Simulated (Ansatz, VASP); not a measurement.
GeSe in VASP and in Ansatz

```
Se Ge
1.0
    10.78541    0.00000    0.00000
     0.00000    3.81865    0.00000
     0.00000    0.00000    4.37609
Se Ge
4 4
Direct
  0.14650 0.75000 0.49760
  0.35350 0.25000 0.99760
  0.64650 0.75000 0.00240
  0.85350 0.25000 0.50240
  0.37899 0.75000 0.61130
  0.12101 0.25000 0.11130
  0.87899 0.75000 0.88870
  0.62101 0.25000 0.38870
```

Alike in both runs: task single point; functional r2SCAN; k mesh 3 × 7 × 6; occupations gaussian, width 0.0604 eV; no spin polarisation.

```csv
,VASP,Ansatz
version,VASP 6.6.1,Ansatz 0.2.0
potentials or method,"VASP PAW PBE potentials, release 64 (Se, Ge_d), cutoff 550 eV",PAW plane waves
valence electrons in the cell,80,120
```

```csv
,VASP,Ansatz,Ansatz less VASP
gap on the k mesh at the Fermi level (eV),0.84,0.84,+0.002
pressure (GPa),2.1,2.1,+0.01
"traceless stress, the component that is largest in VASP (GPa)",-0.18,-0.19,-0.012
rms of the force components (eV/Å),0.043,0.048,+0.0048
```

VASP's potentials were made for PBE, not for r2SCAN. Atom by atom the forces differ by 0.005 eV/Å (rms over components). VASP's potentials hold 80 valence electrons a cell and Ansatz's 120, so a difference there can come from the potentials and not from the codes.
